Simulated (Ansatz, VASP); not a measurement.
## One calculation of GaSb3, two programs

The input INCAR:

```
SYSTEM = GaSb3
PREC = Accurate
ENCUT = 500
EDIFF = 1E-7
ISMEAR = 0
SIGMA = 0.1
LREAL = .FALSE.
LASPH = .TRUE.
NELM = 120
ALGO = Normal
ISIF = 3
LWAVE = .FALSE.
LCHARG = .FALSE.
GGA = PE
IBRION = 2
NSW = 90
EDIFFG = -0.04
GGA_COMPAT = .FALSE.
NELMIN = 4
```

File KPOINTS:

```
Automatic mesh
0
G
  4 4 4
  0 0 0
```

POSCAR

```
GaSb3
1.0
    3.1437581100     -3.2138162800      0.0000000000
    3.1437581100      3.2138162800      0.0000000000
    0.0000000000      0.0000000000      6.6203402600
Ga Sb
1 3
Direct
    0.5000000000      0.5000000000      0.0000000000
    0.7301653000      0.2698347000      0.5000000000
    0.2698347000      0.7301653000      0.5000000000
    0.0000000000      0.0000000000      0.0000000000
```

Input for Ansatz:

```yaml
crystal:
  lattice:
    - [3.14375811, -3.21381628, 0.0]
    - [3.14375811, 3.21381628, 0.0]
    - [0.0, 0.0, 6.62034026]
  atoms:
    - { symbol: Ga, position: [0.5, 0.5, 0.0] }
    - { symbol: Sb, position: [0.7301653, 0.2698347, 0.5] }
    - { symbol: Sb, position: [0.2698347, 0.7301653, 0.5] }
    - { symbol: Sb, position: [0.0, 0.0, 0.0] }
basis:
  ecutwfc: 420
kpoints:
  mp_grid: { grid: [4, 4, 4] }
hamiltonian:
  xc: pbe
scf:
  occupations: { method: gaussian, width: 0.1 }
  lower_state_search: "off"
output:
  forces: true
  stress: true
  eigenvalues: true
relax:
  adjacent_minimum: "off"
  f_tol: 0.04
  max_steps: 70
  cell: { stress_tol: 0.4 }
```

Alike in both runs: task relaxation of cell and atoms; functional PBE; k mesh 4 × 4 × 4; occupations gaussian, width 0.1 eV; no spin polarisation.

```csv
,VASP,Ansatz
version,VASP 6.6.1,Ansatz 0.2.0
potentials or method,"VASP PAW PBE potentials, release 64 (Ga_d, Sb_d_GW), cutoff 500 eV","scalar-relativistic, plane waves, PAW"
valence electrons in the cell,58,58
```

```csv
,VASP,Ansatz,Ansatz less VASP
"gap on the k mesh at the Fermi level, each at its own relaxed structure (eV)",none,none,-
relaxed volume (Å³/atom),26.85,26.86,+0.009
relaxed length of the cell vector where the two differ most in proportion (Å),5.583,5.633,+0.0500
```

A gap of «none» marks a metal or a gap that the smearing closes.

Neither program's run includes spin-orbit coupling. Noted on VASP's run: the volume moved by over 15 % at a fixed basis, so the end points are rough.
